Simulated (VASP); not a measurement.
# MnO (Fm-3m) in VASP: a series of runs, part 2 of 2

VASP 6.6.1.

## 4. Single point, PBEsol+D4, collinear spin, ferromagnetic start

This run uses another cell than the first one, of 10.78 Å³/atom.

INCAR

```
PREC = Accurate
ENCUT = 520
EDIFF = 1E-7
ISMEAR = -1
SIGMA = 0.05
LREAL = False
LASPH = True
NELM = 150
ALGO = Normal
ISIF = 2
LWAVE = False
LCHARG = True
ISPIN = 2
MAGMOM = 4 0
LORBIT = 11
LMAXMIX = 4
GGA = PS
IVDW = 13
LELF = True
LVHAR = True
NBANDS = 20
```

KPOINTS

```
regular mesh
0
Gamma
  10 10 10
```

POSCAR

```
MnO
1.0
    0.0000000000      2.2089816980      2.2089816980
    2.2089816980      0.0000000000      2.2089816980
    2.2089816980      2.2089816980      0.0000000000
Mn O
1 1
Direct
    0.0000000000      0.0000000000      0.0000000000
    0.5000000000      0.5000000000      0.5000000000
```

Potentials or basis: VASP PAW PBE potentials, release 64 (Mn_pv, O).

On the command line:

```sh
cat potpaw_PBE.64/Mn_pv/POTCAR potpaw_PBE.64/O/POTCAR > POTCAR
mpirun -np 1 vasp_std > vasp.out
```

OUTCAR:

```text
PREC = Accurate
   ENCUT = 520
   EDIFF = 1E-7
   ISMEAR = -1
   LREAL = False
   LASPH = True
   NELM = 150
   ISIF = 2
   ISPIN = 2
   LORBIT = 11
   GGA = PS
   IVDW = 13

 ion  position               nearest neighbor table
   1  0.000  0.000  0.000-   2 2.21   2 2.21   2 2.21   2 2.21   2 2.21   2 2.21
   2  0.500  0.500  0.500-   1 2.21   1 2.21   1 2.21   1 2.21   1 2.21   1 2.21

  LATTYP: Found a face centered cubic cell.
 ALAT       =     4.4179633960

  Lattice vectors:

 A1 = (   0.0000000000,   2.2089816980,   2.2089816980)
 A2 = (   2.2089816980,   0.0000000000,   2.2089816980)
 A3 = (   2.2089816980,   2.2089816980,   0.0000000000)

Analysis of symmetry for initial positions (statically):
=====================================================================
 Subroutine PRICEL returns:
 Original cell was already a primitive cell.

 Routine SETGRP: Setting up the symmetry group for a
 face centered cubic supercell.

 Subroutine GETGRP returns: Found 48 space group operations
 (whereof 48 operations were pure point group operations)
 out of a pool of 48 trial point group operations.

The static configuration has the point symmetry O_h .

Analysis of symmetry for dynamics (positions and initial velocities):
=====================================================================
 Subroutine PRICEL returns:
 Original cell was already a primitive cell.

 Routine SETGRP: Setting up the symmetry group for a
 face centered cubic supercell.

 Subroutine GETGRP returns: Found 48 space group operations
 (whereof 48 operations were pure point group operations)
 out of a pool of 48 trial point group operations.

The dynamic configuration has the point symmetry O_h .

Analysis of structural, dynamic, and magnetic symmetry:
=====================================================================
 Subroutine PRICEL returns:
 Original cell was already a primitive cell.

 Routine SETGRP: Setting up the symmetry group for a
 face centered cubic supercell.

 Subroutine GETGRP returns: Found 48 space group operations
 (whereof 48 operations were pure point group operations)
 out of a pool of 48 trial point group operations.

The overall configuration has the point symmetry O_h .

 Subroutine INISYM returns: Found 48 space group operations
 (whereof 48 operations are pure point group operations),
 and found     1 'primitive' translations

----------------------------------------------------------------------------------------

                                     Primitive cell

  volume of cell :      21.5579

  direct lattice vectors                    reciprocal lattice vectors
     0.000000000  2.208981698  2.208981698    -0.226348639  0.226348639  0.226348639
     2.208981698  0.000000000  2.208981698     0.226348639 -0.226348639  0.226348639
     2.208981698  2.208981698  0.000000000     0.226348639  0.226348639 -0.226348639

  length of vectors
     3.123971876  3.123971876  3.123971876     0.392047342  0.392047342  0.392047342

  position of ions in fractional coordinates (direct lattice)
     0.000000000  0.000000000  0.000000000
     0.500000000  0.500000000  0.500000000

  ion indices of the primitive-cell ions
   primitive index   ion index
[... 64 lines left out ...]
 SYSTEM =  unknown system
   PREC   = accura    normal or accurate (medium, high low for compatibility)
   ISTART =      0    job   : 0-new  1-cont  2-samecut
   ICHARG =      2    charge: 1-file 2-atom 10-const
   ISPIN  =      2    spin polarized calculation?
   LNONCOLLINEAR =      F non collinear calculations
   LSORBIT =      F    spin-orbit coupling
   LASPH  =      T    aspherical Exc in radial PAW
   ENCUT  =  520.0 eV  38.22 Ry    6.18 a.u.   5.81  5.81  5.81*2*pi/ulx,y,z
   NELM   =    150;   NELMIN=  2; NELMDL= -5     # of ELM steps
   EDIFF  = 0.1E-06   stopping-criterion for ELM
   LREAL  =      F    real-space projection
   EDIFFG = 0.1E-05   stopping-criterion for IOM
   NSW    =      0    number of steps for IOM
   IBRION =     -1    ionic relax: 0-MD 1-quasi-New 2-CG
   NFREE  =      0    steps in history (QN), initial steepest desc. (CG)
   ISIF   =      2    stress and relaxation
   ISYM   =      2    0-nonsym 1-usesym 2-fastsym
   POTIM  = 0.5000    time-step for ionic-motion
   TEBEG  =    0.0;   TEEND  =   0.0 temperature during run
   PSTRESS=    0.0 pullay stress
   NELECT =      19.0000    total number of electrons
   NUPDOWN=      -1.0000    fix difference up-down
   EMIN   =  10.00;   EMAX   =-10.00  energy-range for DOS
   EFERMI =   0.00;   METHOD = LEGACY
   ISMEAR =    -1;   SIGMA  =   0.05  broadening in eV -4-tet -1-fermi 0-gaus
   EFERMI_NEDOS =   21; number of points for ismear=-14 and -15
   IALGO  =     38    algorithm
   IMIX   =      4    mixing-type and parameters
     AMIX     =   0.40;   BMIX     =  1.00
     AMIX_MAG =   1.60;   BMIX_MAG =  1.00
  volume/ion in A,a.u.               =      10.78        72.74
  Fermi-wavevector in a.u.,A,eV,Ry     =   1.569606  2.966125 33.520159  2.463662
  Thomas-Fermi vector in A             =   2.671463
   LORBIT       =     11    0 simple, 1 ext, 2 COOP (PROOUT), +10 PAW based schemes
   GGA     = PS    functional components
   LHFCALC =     F    Hartree Fock is set to
   AEXX    =    0.0000 exact exchange contribution
   IVDW    =    13    specifies the selected vdW correction
   LEPSILON=     F    determine dielectric tensor
   LRPA    =     F    only Hartree local field effects (RPA)
 spin polarized calculation
  energy-cutoff  :      520.00
  volume of cell :       21.56
 maximum number of plane-waves:       589
   NGX = 11   NGY = 11   NGZ = 11

 number of electron      18.9999996 magnetization       4.6859174

 Free energy of the ion-electron system (eV)
  ---------------------------------------------------
  ext. energy  EPLUGINS =         0.00000000
  ---------------------------------------------------
  free energy    TOTEN  =       -17.23283148 eV

  energy without entropy =      -17.22219703  energy(sigma->0) =      -17.22751426

 E-fermi :   7.6391     XC(G=0): -12.2155

 val. band max:        7.6324339526   @ k =   0.2000   0.2000   0.0000
 cond. band min:       7.6413188918   @ k =  -0.4000   0.2000   0.0000
 fundamental gap:      0.0088849393
 Fermi energy:         7.6390525225

 spin component 1

 k-point     1 :       0.0000    0.0000    0.0000
  band No.  band energies     occupation
      1     -42.5451      1.00000
      2     -42.5451      1.00000
      3     -42.5451      1.00000
      4     -12.7692      1.00000
      5       3.7515      1.00000
      6       3.7515      1.00000
[... 541 lines left out ...]
     19      32.5314      0.00000
     20      34.2043      0.00000

 [... further k-points ...]

 spin component 2

 k-point     1 :       0.0000    0.0000    0.0000
  band No.  band energies     occupation
      1     -38.0051      1.00000
      2     -38.0051      1.00000
      3     -38.0051      1.00000
      4     -12.3052      1.00000
      5       4.1682      1.00000
      6       4.1682      1.00000
[... 541 lines left out ...]
     19      33.6243      0.00000
     20      35.2520      0.00000

 [... further k-points ...]

------------------------ aborting loop because EDIFF is reached ----------------------------------------

  DFT-D4 for vdW energy calculation

  Edisp (eV):   -0.37420

  FORCE on cell =-STRESS in cart. coord.  units (eV):
  Direction    XX          YY          ZZ          XY          YZ          ZX
  --------------------------------------------------------------------------------------
  -------------------------------------------------------------------------------------
  Total      -1.01238    -1.01238    -1.01238    -0.00000    -0.00000    -0.00000
  in kB     -75.23991   -75.23991   -75.23991    -0.00000    -0.00000    -0.00000
  external pressure =      -75.24 kB  Pullay stress =        0.00 kB

 VOLUME and BASIS-vectors are now :
 -----------------------------------------------------------------------------
  energy-cutoff  :      520.00
  volume of cell :       21.56
      direct lattice vectors                 reciprocal lattice vectors
     0.000000000  2.208981698  2.208981698    -0.226348639  0.226348639  0.226348639
     2.208981698  0.000000000  2.208981698     0.226348639 -0.226348639  0.226348639
     2.208981698  2.208981698  0.000000000     0.226348639  0.226348639 -0.226348639

 POSITION                                       TOTAL-FORCE (eV/Angst)
 -----------------------------------------------------------------------------------
      0.00000      0.00000      0.00000         0.000000      0.000000      0.000000
      2.20898      2.20898      2.20898         0.000000      0.000000      0.000000
 -----------------------------------------------------------------------------------
    total drift:                                0.000000     -0.000000     -0.000000

  FREE ENERGIE OF THE ION-ELECTRON SYSTEM (eV)
  ---------------------------------------------------
  free  energy   TOTEN  =       -17.6070264880 eV

  energy  without entropy=      -17.5963920380  energy(sigma->0) =      -17.60170926

 total charge

# of ion       s       p       d       tot
------------------------------------------
    1        0.208   6.186   4.986  11.380
    2        1.557   3.397   0.000   4.954
--------------------------------------------------
tot          1.765   9.583   4.986  16.333

 magnetization (x)

# of ion       s       p       d       tot
------------------------------------------
    1        0.033   0.026   4.199   4.258
    2        0.030   0.162   0.000   0.192
--------------------------------------------------
tot          0.063   0.188   4.199   4.450
```

It took 51 s on 1 thread of Intel Xeon 8259CL, shared host; peak memory 0.17 GiB.

Results:

```
Free energy                                           : -17.6070 eV
Pressure                                              : -7.5 GPa
Net moment                                            : 4.69 μB per cell
Site moments                                          : Mn +4.26; O +0.19 μB
Valence electrons inside the program's atomic spheres : Mn 11.38; O 4.95
Dispersion energy per atom                            : -0.187 eV
```

Levels at points of the mesh, in eV from the Fermi level:
Spin up:
```csv
k point,band 10,band 11,band 12,band 13,band 14,band 15
"(0.00, 0.00, 0.00)",-3.23,-2.69,-2.69,-0.53,13.83,16.33
"(0.50, 0.00, 0.00)",-1.84,0.27,0.27,3.37,7.81,11.85
"(0.50, 0.50, 0.00)",-1.99,-1.99,-1.85,5.04,7.81,10.38
```
Spin down:
```csv
k point,band 4,band 5,band 6,band 7,band 8,band 9,band 10,band 11
"(0.00, 0.00, 0.00)",-19.94,-3.47,-3.47,-3.47,0.62,0.62,0.62,0.74
"(0.50, 0.00, 0.00)",-18.93,-7.60,-5.01,-5.01,1.86,1.90,1.90,3.64
"(0.50, 0.50, 0.00)",-18.97,-6.62,-4.47,-4.47,-1.03,1.89,2.13,2.35
```

Caveat: the cell stands under tension; the PAW data sets were made with another functional, which shifts forces and pressure a little; a cell with one magnetic atom can't hold antiferromagnetic order, which such compounds often take; semilocal functionals often make such compounds metallic where correlation or magnetic order opens a gap, which also shifts bond lengths.

## 5. The runs side by side

| level | cell | gap on the mesh (eV) | pressure (GPa) | moment (μB) |
| --- | --- | --- | --- | --- |
| PBEsol+D4 | a = 3.103 Å, angles 60.0°, 2 atoms | none | -5.9 | 4.61 |
| revPBE | a = 3.103 Å, angles 60.0°, 2 atoms | none | 10.2 | 4.74 |
| PBEsol+D4 | a = 3.124 Å, angles 60.0°, 2 atoms | none | -7.5 | 4.69 |

Alike in all rows: task single point; potentials or basis VASP PAW PBE potentials, release 64 (Mn_pv, O); spin collinear, ferromagnetic start; k mesh 10 × 10 × 10; cutoff (eV) 520; smearing fermi-dirac 0.05 eV.

Caveats: the PAW data sets were made with another functional, which shifts forces and pressure a little; a cell with one magnetic atom can't hold antiferromagnetic order, which such compounds often take; semilocal functionals often make such compounds metallic where correlation or magnetic order opens a gap, which also shifts bond lengths; the cell stands under tension (at least some runs); the cell stands under pressure (at least some runs).

Absolute energies hang on the potentials; compare differences alone.
